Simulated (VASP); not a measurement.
Input of a VASP 6.6.1 run:

INCAR

```
PREC = Accurate
ENCUT = 350
EDIFF = 1E-5
ISMEAR = 0
SIGMA = 0.03
LREAL = Auto
LASPH = T
NELM = 120
ALGO = Normal
ISIF = 2
LWAVE = F
LCHARG = F
ISPIN = 2
MAGMOM = 4 0 0 0 0 0 0 0 0 0 0 0 0 0 0 0 0 0 0 0 0 0 0 0
LORBIT = 11
LMAXMIX = 4
LDAU = T
LDAUTYPE = 2
LDAUL = 2 -1
LDAUU = 4 0
LDAUJ = 0 0
LDAUPRINT = 1
GGA = PS
NBANDS = 187
ISYM = 0
KPAR = 2
```

Contents of KPOINTS:

```
regular mesh
0
Gamma
  2 2 2
```

File POSCAR:

```
FeGe23                                  
1.0
    0.0000000000      8.4863100000      8.4863100000
    5.6575400000      0.0000000000      5.6575400000
    5.6575400000      5.6575400000      0.0000000000
  Fe              Ge            
     1    23
Direct
     0.0006749096371668    0.9985583130437391    0.9987569310150324
     0.0000436866515569    0.0001601418294640    0.5007389849664717
     0.9995335959595906    0.4995831589831696    0.0012663209634163
     0.0004422889639222    0.4988302787066791    0.4984851145480858
     0.3307895818850873    0.0033081762838480    0.0006612186453900
     0.3329989092059434    0.0033864306124324    0.4960220761132703
     0.3326301538573361    0.4987025395965899    0.0010925977486590
     0.3315470440243607    0.5029894060247093    0.5004578535375875
     0.6693430074616202    0.0017451478622986    0.9999779218083186
     0.6644675814475794    0.0043266845286774    0.4983380543443714
     0.6643076045950453    0.5006594393932160    0.0019581771629977
     0.6669134298052476    0.5015461259716050    0.5001964740506331
     0.0818695873369280    0.1242585305653107    0.1254905399648559
     0.0840852205492577    0.1234461073283036    0.6288500161809839
     0.0837548214336224    0.6286971921390113    0.1231866327149172
     0.0815523186206613    0.6251377864738843    0.6262236261643410
     0.4208849069842643    0.1236919764678606    0.1209729252729608
     0.4150822180246120    0.1271713958539016    0.6253724160177208
     0.4149088334724231    0.6281218417789076    0.1244929970657300
     0.4169306158043536    0.6269967912209023    0.6247265997738921
     0.7548920972697186    0.1261319609909688    0.1236605018475015
     0.7502097275922744    0.1256545273174644    0.6248713732377154
     0.7496474195378510    0.6265961129301780    0.1244075381944324
     0.7500364398795842    0.6278229340968877    0.6255141086607110
```

Potentials or basis: VASP PAW PBE potentials, release 64 (Fe, Ge_d).

The run is started by

```console
$ cat potpaw_PBE.64/Fe/POTCAR potpaw_PBE.64/Ge_d/POTCAR > POTCAR
$ mpirun -np 4 vasp_std > vasp.out
```

**Question.** Predict the site moments.

**Answer.** Fe +2.96; Ge -0.00, +0.00, -0.01, -0.06, -0.05 (each value once) μB.

**Question.** Estimate the net moment.

**Answer.** 2.75 μB per cell.

**Question.** Predict the largest force.

**Answer.** 0.260 eV/Å.

Forces on the atoms (eV/Å):
```
Fe   0.157  0.066  0.072
Ge   0.004  0.012 -0.132
Ge   0.000 -0.138  0.023
Ge   0.259  0.013  0.013
Ge  -0.019  0.039  0.035
Ge  -0.021  0.085  0.023
Ge  -0.026  0.029  0.082
Ge  -0.098  0.049  0.044
Ge  -0.010  0.076  0.074
Ge  -0.050  0.076  0.037
Ge  -0.046  0.035  0.065
Ge  -0.086  0.060  0.062
Ge  -0.148 -0.035 -0.023
Ge  -0.137  0.031  0.011
Ge  -0.132  0.013  0.037
Ge   0.008  0.018  0.033
Ge   0.032 -0.110 -0.119
Ge   0.094 -0.041 -0.044
Ge   0.096 -0.038 -0.045
Ge   0.040 -0.068 -0.068
Ge  -0.141  0.026  0.021
Ge   0.077 -0.064 -0.070
Ge   0.072 -0.063 -0.057
Ge   0.076 -0.072 -0.075
```

Caveat: the k points lie up to 0.48 Å⁻¹ apart; the PAW data sets were made with another functional, which shifts forces and pressure a little; the U is typed as a test and isn't derived for this compound. The state reached can hang on the start; a lower one may exist.
